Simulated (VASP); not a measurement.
A run of VASP 6.6.1 is set up as follows.

Contents of INCAR:

```
  ALGO = Normal
  EDIFF = 1E-6
  ENCUT = 520
  GGA = CA
  ISIF = 2
  ISMEAR = -1
  LASPH = T
  LCHARG = T
  LELF = T
  LREAL = Auto
  LVHAR = T
  LWAVE = F
  NBANDS = 46
  NELM = 100
  PREC = Accurate
  SIGMA = 0.36
```

Contents of KPOINTS:

```
k-points
0
Gamma
  2 2 2
```

The input POSCAR:

```
Si
1.0
    0.0000000000      5.5190320000      5.5190320000
    5.5190320000      0.0000000000      5.5190320000
    5.5190320000      5.5190320000      0.0000000000
Si
16
Direct
    0.0272420961      0.0287097448     -0.0685174502
    0.1117224905      0.0861201747      0.1150745276
   -0.0686352244      0.0602279530      0.5206891353
    0.0993743106      0.2336188665      0.5489096639
    0.0503983307      0.6511739740     -0.0356131293
    0.2684891119      0.5420334580      0.1344619854
    0.0240440715      0.5669110090      0.4783809914
    0.1339637096      0.6896046263      0.6045715988
    0.5085221466     -0.0271333814      0.0169685554
    0.6751727477      0.0616231252      0.1306569703
    0.4961286689      0.0359030352      0.4933564437
    0.4653171063      0.1803395958      0.6957741865
    0.6517356667      0.4789155055     -0.0494923747
    0.7007025870      0.6158145124      0.1050727736
    0.5377482863      0.5015100474      0.5018180724
    0.6802008033      0.6221471446      0.5851297836
```

Potentials or basis: VASP PAW LDA potentials, release 64 (Si).

Launch:

```sh
$ cat potpaw_LDA.64/Si/POTCAR > POTCAR
$ mpirun -np 1 vasp_std > vasp.out
```

(1) What does it give for the largest force?

(2) What does it give for the band gap on the k mesh?

## Answers

(1) 3.378 eV/Å.

(2) zero (band 32 reaches 5.66 eV, above the bottom of band 33 at 5.52 eV).

Caveat: the k points lie up to 0.49 Å⁻¹ apart; forces of over 1 eV/Å act on the atoms, so gaps and moduli don't describe the material at rest.
